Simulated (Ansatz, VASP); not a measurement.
# Cd4SeS3: VASP beside Ansatz

The input INCAR:

```
  ALGO = Normal
  EDIFF = 1E-6
  ENCUT = 520
  GGA = PE
  ISIF = 2
  ISMEAR = 0
  LASPH = T
  LCHARG = F
  LREAL = F
  LWAVE = F
  NBANDS = 46
  NELM = 80
  PREC = Accurate
  SIGMA = 0.1
```

The input KPOINTS:

```
k-points
0
Gamma
  6 6 2
```

Contents of POSCAR:

```
Cd4SeS3
1.0
    4.1015982500      0.0000000000      0.0000000000
   -2.0507991300      3.5520882800      0.0000000000
    0.0000000000      0.0000000000     13.3896165800
Cd Se S
4 1 3
Direct
    0.3333333300      0.6666666700      0.0000000000
    0.3333333300      0.6666666700      0.5000000000
    0.6666666700      0.3333333300      0.2500000000
    0.6666666700      0.3333333300      0.7500000000
    0.3333333300      0.6666666700      0.6925000000
    0.3333333300      0.6666666700      0.1925000000
    0.6666666700      0.3333333300      0.4425000000
    0.6666666700      0.3333333300      0.9425000000
```

Input for Ansatz:

```yaml
crystal:
  lattice:
    - [4.10159825, 0.0, 0.0]
    - [-2.05079913, 3.55208828, 0.0]
    - [0.0, 0.0, 13.38961658]
  atoms:
    - { symbol: Cd, position: [0.33333333, 0.66666667, 0.0] }
    - { symbol: Cd, position: [0.33333333, 0.66666667, 0.5] }
    - { symbol: Cd, position: [0.66666667, 0.33333333, 0.25] }
    - { symbol: Cd, position: [0.66666667, 0.33333333, 0.75] }
    - { symbol: Se, position: [0.33333333, 0.66666667, 0.6925] }
    - { symbol: S, position: [0.33333333, 0.66666667, 0.1925] }
    - { symbol: S, position: [0.66666667, 0.33333333, 0.4425] }
    - { symbol: S, position: [0.66666667, 0.33333333, 0.9425] }
basis:
  ecutwfc: 420
kpoints:
  mp_grid: { grid: [6, 6, 2] }
hamiltonian:
  xc: pbe
scf:
  occupations: { method: gaussian, width: 0.1 }
  lower_state_search: "off"
output:
  forces: true
  stress: true
  eigenvalues: true
```

Alike in both runs: task single point; functional PBE; k mesh 6 × 6 × 2; occupations gaussian, width 0.1 eV; no spin polarisation.

|  | VASP | Ansatz |
| --- | --- | --- |
| version | VASP 6.6.1 | Ansatz 0.2.0 |
| potentials or method | VASP PAW PBE potentials, release 64 (Cd, Se, S), cutoff 520 eV | scalar-relativistic, plane waves, PAW |
| valence electrons in the cell | 72 | 114 |

Ansatz gave:

| Quantity | Value |
| --- | --- |
| gap on the k mesh at the Fermi level (eV) | 1.16 |
| least direct gap on the mesh (eV) | 1.16 |
| pressure (GPa) | 6.7 |
| traceless stress, the component that is largest in VASP (GPa) | -2.06 |
| rms of the force components (eV/Å) | 0.267 |

What did VASP give for the same quantities?

gap on the k mesh at the Fermi level (eV): 1.17; least direct gap on the mesh (eV): 1.17; pressure (GPa): 7.1; traceless stress, the component that is largest in VASP (GPa): -2.13; rms of the force components (eV/Å): 0.274.

Atom by atom the forces differ by 0.007 eV/Å (rms over components). VASP's potentials hold 72 valence electrons a cell and Ansatz's 114, so a difference there can come from the potentials and not from the codes.
